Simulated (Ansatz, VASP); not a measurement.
# One calculation of Mg, two programs

Contents of INCAR:

```
PREC = Accurate
ENCUT = 520
EDIFF = 1E-6
ISMEAR = 0
SIGMA = 0.15
LREAL = False
LASPH = True
NELM = 60
ALGO = Fast
ISIF = 2
LWAVE = False
LCHARG = False
GGA = PE
NBANDS = 7
```

Contents of KPOINTS:

```
Automatic mesh
0
Gamma
  18 18 16
```

Contents of POSCAR:

```
Mg
1.0
    2.9282878085      0.0000000000      0.0000000000
   -1.4641439043      2.5359716317      0.0000000000
    0.0000000000      0.0000000000      2.9230440672
Mg
1
Direct
    0.0000000000      0.0000000000      0.0000000000
```

Input for Ansatz:

```yaml
crystal:
  lattice:
    - [2.9282878085, 0.0, 0.0]
    - [-1.4641439043, 2.5359716317, 0.0]
    - [0.0, 0.0, 2.9230440672]
  atoms:
    - { symbol: Mg, position: [0.0, 0.0, 0.0] }
basis:
  ecutwfc: 420
kpoints:
  mp_grid: { grid: [18, 18, 16] }
hamiltonian:
  xc: pbe
scf:
  occupations: { method: gaussian, width: 0.15 }
output:
  forces: true
  stress: true
  eigenvalues: true
```

Change from the starting cell: strain -0.040 along x and y, -0.040 along z, atoms carried along.

Alike in both runs: task single point; functional PBE; k mesh 18 × 18 × 16; occupations gaussian, width 0.15 eV; no spin polarisation.

|  | VASP | Ansatz |
| --- | --- | --- |
| version | VASP 6.6.1 | Ansatz 0.2.0 |
| potentials or method | VASP PAW PBE potentials, release 64 (Mg), cutoff 520 eV | scalar-relativistic, plane waves, PAW |
| valence electrons in the cell | 2 | 10 |

```csv
,VASP,Ansatz,Ansatz less VASP
gap on the k mesh at the Fermi level (eV),none,none,-
pressure (GPa),6.2,6.3,+0.07
"traceless stress, the component that is largest in VASP (GPa)",-1.73,-1.73,-0.002
```

A gap of «none» marks a metal or a gap that the smearing closes. With one functional, cell and mesh, what is left measures potentials, basis and numerics. VASP's potentials hold 2 valence electrons a cell and Ansatz's 10, so a difference there can come from the potentials and not from the codes.
